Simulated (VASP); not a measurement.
A run of VASP 6.6.1:

Contents of INCAR:

```
ALGO = Normal ; EDIFF = 1E-8
ENCUT = 520 ; GGA = PE
ISIF = 2 ; ISMEAR = -1
LASPH = T ; LCHARG = F
LEFG = T ; LREAL = F
LWAVE = F ; NBANDS = 24
NELM = 60 ; PREC = Accurate
SIGMA = 0.01
```

File KPOINTS:

```
k-points
0
Gamma
  9 9 5
```

POSCAR

```
TaN
1.0
    2.9857803976      0.0000000000      0.0000000000
   -1.4928901988      2.5857616744      0.0000000000
    0.0000000000      0.0000000000      4.8176044827
Ta N
2 2
Direct
    0.0000000000      0.0000000000      0.0000000000
    0.0000000000      0.0000000000      0.5000000000
    0.3333333333      0.6666666667      0.2500000000
    0.6666666667      0.3333333333      0.7500000000
```

Potentials or basis: VASP PAW PBE potentials, release 64 (Ta_pv, N).

The run is started by

```sh
$ cat potpaw_PBE.64/Ta_pv/POTCAR potpaw_PBE.64/N/POTCAR > POTCAR
$ mpirun -np 1 vasp_std > vasp.out
```

Hardware: 1 thread of Intel(R) Xeon(R) 6975P-C (Granite Rapids), on a shared host.

Question: How long does it take, and how much memory?

Answer: It took 14 s on 1 thread of Intel(R) Xeon(R) 6975P-C (Granite Rapids) (shared host), peak memory 0.16 GiB. Counts: scf iterations 17, k points 36.
